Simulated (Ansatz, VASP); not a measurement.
## CaSe: VASP beside Ansatz

```
Ca Se
1.0
     2.63059    1.51877    2.03636
    -2.63059    1.51877    2.03636
     0.00000   -3.03754    2.03636
Ca Se
1 1
Direct
  0.50000 0.50000 0.50000
  0.00000 0.00000 0.00000
```

Alike in both runs: functional PBE; k mesh 6 × 6 × 6; occupations gaussian, width 0.1 eV; no spin polarisation.

Ansatz relaxed the structure, and its values are those at the end. VASP's run is a single point on that final structure, the one shown.

|  | VASP | Ansatz |
| --- | --- | --- |
| version | VASP 6.6.1 | Ansatz 0.2.0 |
| potentials or method | VASP PAW PBE potentials, release 64 (Ca_sv, Se), cutoff 520 eV | scalar-relativistic, plane waves, PAW |
| valence electrons in the cell | 16 | 26 |

Ansatz gave:

```
gap on the k mesh at the Fermi level (eV) : 0.81
least direct gap on the mesh (eV)         : 0.81
pressure (GPa)                            : 0.0
```

**Question.** What did VASP give for the same quantities?

**Answer.** gap on the k mesh at the Fermi level (eV): 0.81; least direct gap on the mesh (eV): 0.81; pressure (GPa): 0.1.

VASP's potentials hold 16 valence electrons a cell and Ansatz's 26, so a difference there can come from the potentials and not from the codes.
